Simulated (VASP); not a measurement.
# SrLa (Fm-3m) in VASP: single point with PBE

Aim: the single point of SrLa with PBE.

Everything below comes from runs of VASP 6.6.1. Logs are shortened: lines on timing, memory, paths and dates and some standing lists are left out, and cuts for length are marked.

### Step 1. The cell of the first run

It takes space group Fm-3m (No. 225, cubic). The conventional cell has a = 6.310 Å, b = 6.310 Å, c = 6.310 Å, α = 90.00°, β = 90.00°, γ = 90.00°. Within 4.2 Å of La (site symmetry m-3m) lie 6 Sr at 3.15 Å. Sr (site symmetry m-3m) has 6 La at 3.15 Å within 4.2 Å.

### Step 2. Single point, PBE

Input file POSCAR:

```
SrLa
1.0
    0.0000000000      3.1549280000      3.1549280000
    3.1549280000      0.0000000000      3.1549280000
    3.1549280000      3.1549280000      0.0000000000
La Sr
1 1
Direct
    0.0000000000      0.0000000000      0.0000000000
    0.5000000000      0.5000000000      0.5000000000
```

Input file INCAR.step1:

```
ALGO = Normal ; EDIFF = 1E-6
ENCUT = 400 ; GGA = PE
GGA_COMPAT = F ; ISIF = 2
ISMEAR = -1 ; LASPH = T
LCHARG = T ; LMAXMIX = 6
LORBIT = 11 ; LREAL = F
LWAVE = F ; NBANDS = 18
NEDOS = 2001 ; NELM = 200
PREC = Accurate ; SIGMA = 0.1
```

Input file KPOINTS.step1:

```
k-points
0
Gamma
  9 9 9
```

Input file INCAR.step2:

```
ALGO = Normal ; EDIFF = 1E-6
ENCUT = 400 ; GGA = PE
GGA_COMPAT = F ; ICHARG = 11
ISIF = 2 ; ISMEAR = -5
LASPH = T ; LCHARG = F
LMAXMIX = 6 ; LORBIT = 11
LREAL = F ; LWAVE = F
NBANDS = 18 ; NEDOS = 2001
NELM = 200 ; PREC = Accurate
SIGMA = 0.1
```

Input file KPOINTS.step2:

```
k-points
0
Gamma
  14 14 14
```

Potentials or basis: VASP PAW PBE potentials, release 64 (La, Sr_sv).

Command:

```
> cat potpaw_PBE.64/La/POTCAR potpaw_PBE.64/Sr_sv/POTCAR > POTCAR
> cp INCAR.step1 INCAR
> cp KPOINTS.step1 KPOINTS
> mpirun -np 1 vasp_std > vasp.out
> cp INCAR.step2 INCAR
> cp KPOINTS.step2 KPOINTS
> mpirun -np 1 vasp_std > vasp.out
```

OUTCAR:

```text
EDIFF = 1E-6
   ENCUT = 400
   GGA = PE
   ICHARG = 11
   ISIF = 2
   ISMEAR = -5
   LASPH = T
   LORBIT = 11
   LREAL = F
   NELM = 200
   PREC = Accurate

 ion  position               nearest neighbor table
   1  0.000  0.000  0.000-   2 3.15   2 3.15   2 3.15   2 3.15   2 3.15   2 3.15
   2  0.500  0.500  0.500-   1 3.15   1 3.15   1 3.15   1 3.15   1 3.15   1 3.15

  LATTYP: Found a face centered cubic cell.
 ALAT       =     6.3098560000

  Lattice vectors:

 A1 = (   0.0000000000,   3.1549280000,   3.1549280000)
 A2 = (   3.1549280000,   0.0000000000,   3.1549280000)
 A3 = (   3.1549280000,   3.1549280000,   0.0000000000)

Analysis of symmetry for initial positions (statically):
=====================================================================
 Subroutine PRICEL returns:
 Original cell was already a primitive cell.

 Routine SETGRP: Setting up the symmetry group for a
 face centered cubic supercell.

 Subroutine GETGRP returns: Found 48 space group operations
 (whereof 48 operations were pure point group operations)
 out of a pool of 48 trial point group operations.

The static configuration has the point symmetry O_h .

Analysis of symmetry for dynamics (positions and initial velocities):
=====================================================================
 Subroutine PRICEL returns:
 Original cell was already a primitive cell.

 Routine SETGRP: Setting up the symmetry group for a
 face centered cubic supercell.

 Subroutine GETGRP returns: Found 48 space group operations
 (whereof 48 operations were pure point group operations)
 out of a pool of 48 trial point group operations.

The dynamic configuration has the point symmetry O_h .

 Subroutine INISYM returns: Found 48 space group operations
 (whereof 48 operations are pure point group operations),
 and found     1 'primitive' translations

----------------------------------------------------------------------------------------

                                     Primitive cell

  volume of cell :      62.8056

  direct lattice vectors                    reciprocal lattice vectors
     0.000000000  3.154928000  3.154928000    -0.158482222  0.158482222  0.158482222
     3.154928000  0.000000000  3.154928000     0.158482222 -0.158482222  0.158482222
     3.154928000  3.154928000  0.000000000     0.158482222  0.158482222 -0.158482222

  length of vectors
     4.461741966  4.461741966  4.461741966     0.274499261  0.274499261  0.274499261

  position of ions in fractional coordinates (direct lattice)
     0.000000000  0.000000000  0.000000000
     0.500000000  0.500000000  0.500000000

  ion indices of the primitive-cell ions
   primitive index   ion index
                 1           1
                 2           2

----------------------------------------------------------------------------------------

 KPOINTS: k-points

Automatic generation of k-mesh.
 Grid dimensions read from file:
 generate k-points for:   14   14   14

 Generating k-lattice:

  Cartesian coordinates                     Fractional coordinates (reciprocal lattice)
    -0.011320159  0.011320159  0.011320159     0.071428571  0.000000000  0.000000000
     0.011320159 -0.011320159  0.011320159     0.000000000  0.071428571  0.000000000
     0.011320159  0.011320159 -0.011320159     0.000000000  0.000000000  0.071428571

  Length of vectors
     0.019607090  0.019607090  0.019607090

  Shift w.r.t. Gamma in fractional coordinates (k-lattice)
     0.000000000  0.000000000  0.000000000

 TETIRR: Found    389 inequivalent tetrahedra from    16464

 Subroutine IBZKPT returns following result:
 ===========================================

 Found    104 irreducible k-points:

 Following reciprocal coordinates:
            Coordinates               Weight
  0.000000  0.000000  0.000000      1.000000
  0.071429  0.000000  0.000000      8.000000
  0.142857  0.000000  0.000000      8.000000
  0.214286  0.000000  0.000000      8.000000
  0.285714  0.000000  0.000000      8.000000
  0.357143  0.000000  0.000000      8.000000
[... 16 lines left out ...]
  0.214286  0.142857  0.000000     24.000000
  0.285714  0.142857  0.000000     24.000000
 [... further k-points ...]
   k-points           NKPTS =    104   k-points in BZ     NKDIM =    104   number of bands    NBANDS=     18
   number of dos      NEDOS =   2001   number of ions     NIONS =      2
   total plane-waves  NPLWV =  27000
   dimension x,y,z NGX =    30 NGY =   30 NGZ =   30
   dimension x,y,z NGXF=    60 NGYF=   60 NGZF=   60
   ions per type =               1   1
   NGX,Y,Z   is equivalent  to a cutoff of  11.18, 11.18, 11.18 a.u.
   NGXF,Y,Z  is equivalent  to a cutoff of  22.36, 22.36, 22.36 a.u.
 SYSTEM =  unknown system
   PREC   = accura    normal or accurate (medium, high low for compatibility)
   ISTART =      0    job   : 0-new  1-cont  2-samecut
   ICHARG =     11    charge: 1-file 2-atom 10-const
   ISPIN  =      1    spin polarized calculation?
   LNONCOLLINEAR =      F non collinear calculations
   LSORBIT =      F    spin-orbit coupling
   LASPH  =      T    aspherical Exc in radial PAW
   ENCUT  =  400.0 eV  29.40 Ry    5.42 a.u.   7.28  7.28  7.28*2*pi/ulx,y,z
   NELM   =    200;   NELMIN=  2; NELMDL=  0     # of ELM steps
   EDIFF  = 0.1E-05   stopping-criterion for ELM
   LREAL  =      F    real-space projection
   EDIFFG = 0.1E-04   stopping-criterion for IOM
   NSW    =      0    number of steps for IOM
   IBRION =     -1    ionic relax: 0-MD 1-quasi-New 2-CG
   NFREE  =      0    steps in history (QN), initial steepest desc. (CG)
   ISIF   =      2    stress and relaxation
   ISYM   =      2    0-nonsym 1-usesym 2-fastsym
   POTIM  = 0.5000    time-step for ionic-motion
   TEBEG  =    0.0;   TEEND  =   0.0 temperature during run
   PSTRESS=    0.0 pullay stress
   NELECT =      21.0000    total number of electrons
   NUPDOWN=      -1.0000    fix difference up-down
   EMIN   =  10.00;   EMAX   =-10.00  energy-range for DOS
   EFERMI =   0.00;   METHOD = LEGACY
   ISMEAR =    -5;   SIGMA  =   0.10  broadening in eV -4-tet -1-fermi 0-gaus
   EFERMI_NEDOS =   21; number of points for ismear=-14 and -15
   IALGO  =     38    algorithm
   IMIX   =      4    mixing-type and parameters
     AMIX     =   0.40;   BMIX     =  1.00
     AMIX_MAG =   1.60;   BMIX_MAG =  1.00
  volume/ion in A,a.u.               =      31.40       211.92
  Fermi-wavevector in a.u.,A,eV,Ry     =   1.136271  2.147240 17.566633  1.291111
  Thomas-Fermi vector in A             =   2.272976
   LORBIT       =     11    0 simple, 1 ext, 2 COOP (PROOUT), +10 PAW based schemes
   GGA     = PE    functional components
   LHFCALC =     F    Hartree Fock is set to
   AEXX    =    0.0000 exact exchange contribution
   IVDW    =     0    specifies the selected vdW correction
   LEPSILON=     F    determine dielectric tensor
   LRPA    =     F    only Hartree local field effects (RPA)
 non-spin polarized calculation
 Fermi weights with tetrahedron method with Bloechl corrections
  energy-cutoff  :      400.00
  volume of cell :       62.81
 maximum number of plane-waves:      1158
 NGX is ok and might be reduce to    30

 number of electron      21.0000002 magnetization

 Free energy of the ion-electron system (eV)
  ---------------------------------------------------
  ext. energy  EPLUGINS =         0.00000000
  ---------------------------------------------------
  free energy    TOTEN  =        -4.42303723 eV

  energy without entropy =       -4.42303723  energy(sigma->0) =       -4.42303723

 E-fermi :   6.6477     XC(G=0):  -9.7656

 val. band max:        6.6229878874   @ k =   0.2143   0.0000   0.0000
 cond. band min:       6.6229879035   @ k =   0.2143   0.0000   0.0000
 fundamental gap:      0.0000000161
 Fermi energy:         6.6477297069

 k-point     1 :       0.0000    0.0000    0.0000
  band No.  band energies     occupation
      1     -29.0143      2.00000
      2     -26.3887      2.00000
      3     -11.4396      2.00000
      4     -11.4396      2.00000
      5     -11.4396      2.00000
      6      -9.7508      2.00000
[... 10 lines left out ...]
     17       8.3593      0.00000
     18       8.4010      0.00000

 k-point     2 :       0.0714    0.0000    0.0000
  band No.  band energies     occupation
      1     -29.0116      2.00000
      2     -26.3913      2.00000
      3     -11.4317      2.00000
      4     -11.4291      2.00000
      5     -11.4291      2.00000
      6      -9.7813      2.00000
[... 10 lines left out ...]
     17       8.3582      0.00000
     18       8.3881      0.00000

 k-point     3 :       0.1429    0.0000    0.0000
  band No.  band energies     occupation
      1     -29.0042      2.00000
      2     -26.3985      2.00000
      3     -11.4083      2.00000
      4     -11.3982      2.00000
      5     -11.3982      2.00000
      6      -9.8674      2.00000
[... 10 lines left out ...]
     17       8.3532      0.00000
     18       8.3554      0.00000

 k-point     4 :       0.2143    0.0000    0.0000
  band No.  band energies     occupation
      1     -28.9933      2.00000
      2     -26.4091      2.00000
      3     -11.3699      2.00000
      4     -11.3493      2.00000
      5     -11.3493      2.00000
      6      -9.9942      2.00000
[... 375 lines left out ...]
      4     -11.4903      2.00000
      5     -11.2218      2.00000
      6     -10.1153      2.00000
[... 10 lines left out ...]
     17       8.3684      0.00000
     18       8.4899      0.00000

 k-point    23 :       0.2143    0.1429    0.0000
  band No.  band energies     occupation
      1     -28.9939      2.00000
      2     -26.4069      2.00000
      3     -11.5033      2.00000
      4     -11.5012      2.00000
      5     -11.1590      2.00000
      6     -10.2351      2.00000
[... 10 lines left out ...]
     17       8.3707      0.00000
     18       8.3840      0.00000

 k-point    24 :       0.2857    0.1429    0.0000
  band No.  band energies     occupation
      1     -28.9839      2.00000
      2     -26.4155      2.00000
      3     -11.4939      2.00000
      4     -11.4857      2.00000
      5     -11.1528      2.00000
      6     -10.2918      2.00000
[... 10 lines left out ...]
     17       8.3627      0.00000
     18       8.3776      0.00000

 [... further k-points ...]

------------------------ aborting loop because EDIFF is reached ----------------------------------------

  FORCE on cell =-STRESS in cart. coord.  units (eV):
  Direction    XX          YY          ZZ          XY          YZ          ZX
  --------------------------------------------------------------------------------------
  -------------------------------------------------------------------------------------
  Total        3.9240900      3.9240900      3.9240900      0.0000000      0.0000000     -0.0000000
  in kB      100.1039451    100.1039451    100.1039451      0.0000000      0.0000000     -0.0000000
  external PRESSURE =     100.1039451 kB  Pullay stress =       0.0000000 kB

 VOLUME and BASIS-vectors are now :
 -----------------------------------------------------------------------------
  energy-cutoff  :      400.00
  volume of cell :       62.81
      direct lattice vectors                 reciprocal lattice vectors
     0.000000000  3.154928000  3.154928000    -0.158482222  0.158482222  0.158482222
     3.154928000  0.000000000  3.154928000     0.158482222 -0.158482222  0.158482222
     3.154928000  3.154928000  0.000000000     0.158482222  0.158482222 -0.158482222

 POSITION                                       TOTAL-FORCE (eV/Angst)
 -----------------------------------------------------------------------------------
      0.00000      0.00000      0.00000        -0.000000      0.000000     -0.000000
      3.15493      3.15493      3.15493         0.000000     -0.000000      0.000000
 -----------------------------------------------------------------------------------
    total drift:                                0.000000      0.000000      0.000000

  FREE ENERGIE OF THE ION-ELECTRON SYSTEM (eV)
  ---------------------------------------------------
  free  energy   TOTEN  =        -4.4230372315 eV

  energy  without entropy=       -4.4230372315  energy(sigma->0) =       -4.42303723

 total charge

# of ion       s       p       d       f       tot
--------------------------------------------------
    1        2.044   5.558   1.035   0.106   8.744
    2        2.084   5.682   0.454   0.000   8.221
--------------------------------------------------
tot          4.129  11.241   1.489   0.106  16.965
```

It took 2.9 min on 1 thread of Intel Xeon 8259CL, shared host; peak memory 0.24 GiB.

What came out:

- Valence electrons inside the program's atomic spheres: La 8.74; Sr 8.22

Caveat: spin-orbit coupling is left out, which moves the levels of the heavy elements.
